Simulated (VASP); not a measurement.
The system is Al2Ni.

```
CELL_PARAMETERS angstrom
2.82597 0.00000 0.00000
-1.41299 2.44736 0.00000
0.00000 0.00000 6.03101
ATOMIC_POSITIONS crystal
Al 0.33333 0.66667 0.18979
Al 0.66667 0.33333 0.81021
Ni 0.00000 0.00000 0.50000
```

- Program: VASP 6.6.1
- Task: relaxation of cell and atoms
- Functional: PBE
- Potentials or basis: VASP PAW PBE potentials, release 64 (Al, Ni)
- Cutoff: 600 eV
- k mesh: 18 × 18 × 8
- Occupations: gaussian, width 0.1 eV
- Spin: no spin polarisation

At the start: pressure -0.1 GPa; volume 13.90 Å³/atom.

Question: Where does the relaxation end?

Answer: Over 5 steps the energy falls by 2.4 meV/atom and the volume is 13.88 Å³/atom (-0.2 %); space group P-3m1 (No. 164, to 0.05 Å).

Step by step:
| step | energy change (eV) | largest force (eV/Å) | pressure (GPa) | volume (Å³) |
| --- | --- | --- | --- | --- |
| 1 | 0.0000 | 0.1828 | -0.05 | 41.71 |
| 2 | -0.0065 | 0.0765 | -0.22 | 41.68 |
| 3 | -0.0071 | 0.0385 | -0.02 | 41.67 |
| 4 | -0.0072 | 0.0089 | -0.17 | 41.65 |
| 5 | -0.0072 | 0.0028 | -0.04 | 41.65 |

Final structure:
```
Al Ni
1.0
     2.80921    0.00000    0.00000
    -1.40461    2.43285    0.00000
     0.00000    0.00000    6.09372
Al Ni
2 1
Direct
  0.33333 0.66667 0.19232
  0.66667 0.33333 0.80768
  0.00000 0.00000 0.50000
```
